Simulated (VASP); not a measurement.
MoS2: single point with PBEsol

The system is MoS2.

```
CELL_PARAMETERS angstrom
1.56382 0.90287 6.08744
-1.56382 0.90287 6.08744
0.00000 -1.80574 6.08744
ATOMIC_POSITIONS crystal
Mo 0.00000 0.00000 0.00000
S 0.75402 0.75402 0.75402
S 0.24598 0.24598 0.24598
```

```yaml
Program: VASP 6.6.1
Task: single point
Functional: PBEsol
Potentials_or_basis: VASP PAW PBE potentials, release 64 (Mo_sv, S)
Cutoff: 520 eV
k_mesh: 9 × 9 × 9
Occupations: gaussian, width 0.1 eV
Spin: no spin polarisation
```

```
Pressure               : -0.1 GPa
Largest force          : 0.018 eV/Å
Band gap on the k mesh : zero (band 13 reaches 8.32 eV, above the bottom of band 14 at 7.99 eV)
```

Forces on the atoms (eV/Å):
```
Mo   0.000  0.000  0.000
S    0.000  0.000  0.018
S    0.000  0.000 -0.018
```

Stress tensor (GPa, compression positive):
```
-0.24  0.00  0.00
 0.00 -0.24  0.00
 0.00  0.00  0.26
```

Levels at points of the mesh, in eV from the Fermi level:
| k point | band 11 | band 12 | band 13 | band 14 | band 15 | band 16 |
| --- | --- | --- | --- | --- | --- | --- |
| (0.00, 0.00, 0.00) | -1.55 | -0.79 | -0.79 | 0.11 | 0.11 | 3.32 |

It took 7.5 min on 1 thread of AMD EPYC 7R43 64-Core Processor (Zen 3), with other jobs on the host, peak memory 0.31 GiB.

Caveat: the PAW data sets were made with another functional, which shifts forces and pressure a little.
